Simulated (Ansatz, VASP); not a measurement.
**Two plane-wave programs on SrTiO3**

Contents of POSCAR:

```
SrTiO3
1.0
    3.9052800000      0.0000000000      0.0000000000
    0.0000000000      3.9052800000      0.0000000000
    0.0000000000      0.0000000000      3.9052800000
Sr Ti O
1 1 3
Direct
    0.5000000000      0.5000000000      0.5000000000
    0.0000000000      0.0000000000      0.0000000000
    0.5000000000      0.0000000000      0.0000000000
    0.0000000000      0.5000000000      0.0000000000
    0.0000000000      0.0000000000      0.5000000000
```

INCAR.step1

```
SYSTEM = SrTiO3
PREC     = Accurate       ! precision mode
ENCUT    = 600            ! plane-wave cutoff, eV
ISMEAR   = -1             ! smearing method
SIGMA    = 0.1            ! smearing width, eV
LREAL    = .False.        ! projectors in reciprocal space
LASPH    = .True.         ! aspherical terms in the spheres
NELM     = 100            ! most SCF steps
GGA      = PE             ! functional
ALGO     = Normal         ! electronic algorithm
EDIFF    = 1E-4           ! SCF threshold, eV
LWAVE    = .True.         ! write WAVECAR
LCHARG   = .False.        ! write CHGCAR
```

INCAR.step2

```
SYSTEM = SrTiO3
PREC     = Accurate       ! precision mode
ENCUT    = 600            ! plane-wave cutoff, eV
EDIFF    = 1E-6           ! SCF threshold, eV
ISMEAR   = -1             ! smearing method
SIGMA    = 0.1            ! smearing width, eV
LREAL    = .False.        ! projectors in reciprocal space
LASPH    = .True.         ! aspherical terms in the spheres
NELM     = 100            ! most SCF steps
ALGO     = Normal         ! electronic algorithm
ISIF     = 3              ! what is computed and relaxed
LWAVE    = .False.        ! write WAVECAR
LCHARG   = .False.        ! write CHGCAR
METAGGA  = R2SCAN         ! meta-GGA
LMIXTAU  = .True.       
IBRION   = 2              ! ionic algorithm
NSW      = 100            ! ionic steps
EDIFFG   = -0.002         ! ionic threshold
ISTART   = 1
```

File KPOINTS:

```
regular mesh
0
Gamma
  8 8 8
  0 0 0
```

Input for Ansatz:

```yaml
crystal:
  lattice:
    - [3.90528, 0.0, 0.0]
    - [0.0, 3.90528, 0.0]
    - [0.0, 0.0, 3.90528]
  atoms:
    - { symbol: Sr, position: [0.5, 0.5, 0.5] }
    - { symbol: Ti, position: [0.0, 0.0, 0.0] }
    - { symbol: O, position: [0.5, 0.0, 0.0] }
    - { symbol: O, position: [0.0, 0.5, 0.0] }
    - { symbol: O, position: [0.0, 0.0, 0.5] }
kpoints:
  mp_grid: { grid: [8, 8, 8] }
scf:
  occupations: { method: fermi_dirac, width: 0.1 }
hamiltonian:
  xc: r2scan
  pseudopotentials: { kind: paw }
relax:
  f_tol: 0.002
  max_steps: 80
  cell: {}
output:
  forces: true
  stress: true
```

Alike in both runs: task relaxation of cell and atoms; functional r2SCAN; k mesh 8 × 8 × 8; occupations fermi-dirac, width 0.1 eV; no spin polarisation.

```csv
,VASP,Ansatz
version,VASP 6.6.1,Ansatz 0.2.0
potentials or method,"VASP PAW PBE potentials, release 64 (Sr_sv, Ti_sv, O)","PAW with Ansatz's default frozen-core files, scalar-relativistic"
plane-wave cutoff (eV),600,500
valence electrons in the cell,40,40
```

```csv
,VASP,Ansatz,Ansatz less VASP
relaxed volume (Å³/atom),11.98,11.93,-0.049
relaxed cell length with the largest relative difference (Å),3.912,3.907,-0.0054
```

VASP's potentials were made for PBE, not for r2SCAN.
